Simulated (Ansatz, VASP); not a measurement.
## MgSi3N2 in VASP and in Ansatz

The input INCAR:

```
SYSTEM = MgSi3N2
PREC     = Accurate       ! precision mode
ENCUT    = 840            ! plane-wave cutoff, eV
EDIFF    = 1E-6           ! SCF threshold, eV
ISMEAR   = 0              ! smearing method
SIGMA    = 0.1            ! smearing width, eV
LREAL    = .False.        ! projectors in reciprocal space
LASPH    = .True.         ! aspherical terms in the spheres
NELM     = 200            ! most SCF steps
ALGO     = Normal         ! electronic algorithm
ISIF     = 2              ! what is computed and relaxed
LWAVE    = .False.        ! write WAVECAR
LCHARG   = .False.        ! write CHGCAR
ISPIN    = 2              ! spin polarisation
MAGMOM   = 0 0 0 0 1 1    ! initial moments
LORBIT   = 11             ! projections on sites
GGA      = PE             ! functional
NBANDS   = 29             ! bands
GGA_COMPAT= .False.
```

Contents of KPOINTS:

```
regular mesh
0
Gamma
  6 6 6
  0 0 0
```

File POSCAR:

```
MgSi3N2
1.0
    2.3840152915      1.3764118703      4.1280547228
   -2.3840152915      1.3764118703      4.1280547228
    0.0000000000     -2.7528237406      4.1280547228
Mg Si N
1 3 2
Direct
    0.0000000000      0.0000000000      0.0000000000
    0.5000000000      0.5000000000      0.5000000000
    0.2969428866      0.2969428866      0.2969428866
    0.7030571134      0.7030571134      0.7030571134
    0.8376864539      0.8376864539      0.8376864539
    0.1623135461      0.1623135461      0.1623135461
```

Input for Ansatz:

```yaml
crystal:
  lattice:
    - [2.3840152915, 1.3764118703, 4.1280547228]
    - [-2.3840152915, 1.3764118703, 4.1280547228]
    - [0.0, -2.7528237406, 4.1280547228]
  atoms:
    - { symbol: Mg, position: [0.0, 0.0, 0.0] }
    - { symbol: Si, position: [0.5, 0.5, 0.5] }
    - { symbol: Si, position: [0.2969428866, 0.2969428866, 0.2969428866] }
    - { symbol: Si, position: [0.7030571134, 0.7030571134, 0.7030571134] }
    - { symbol: "N", position: [0.8376864539, 0.8376864539, 0.8376864539], spin: 1.0 }
    - { symbol: "N", position: [0.1623135461, 0.1623135461, 0.1623135461], spin: 1.0 }
basis:
  ecutwfc: 420
kpoints:
  mp_grid: { grid: [6, 6, 6] }
hamiltonian:
  xc: pbe
scf:
  occupations: { method: gaussian, width: 0.1 }
  lower_state_search: "off"
output:
  forces: true
  stress: true
  eigenvalues: true
  populations: true
magnetization:
  spin_polarized: true
```

Alike in both runs: task single point; functional PBE; k mesh 6 × 6 × 6; occupations gaussian, width 0.1 eV; collinear spin.

```csv
,VASP,Ansatz
version,VASP 6.6.1,Ansatz 0.2.0
potentials or method,"VASP PAW PBE potentials, release 64 (Mg_sv, Si, N), cutoff 840 eV","scalar-relativistic, plane waves, PAW"
valence electrons in the cell,32,32
```

```csv
,VASP,Ansatz,Ansatz less VASP
gap on the k mesh at the Fermi level (eV),none,none,-
pressure (GPa),0.0,0.0,+0.02
"traceless stress, the component that is largest in VASP (GPa)",0.32,0.04,-0.279
rms of the force components (eV/Å),0.023,0.005,-0.0187
net moment per atom (μB),0.00,0.00,0.000
```

Atom by atom the forces differ by 0.019 eV/Å (rms over components). A gap of «none» marks a metal or a gap that the smearing closes. Ansatz's warnings: seeded moment not kept.
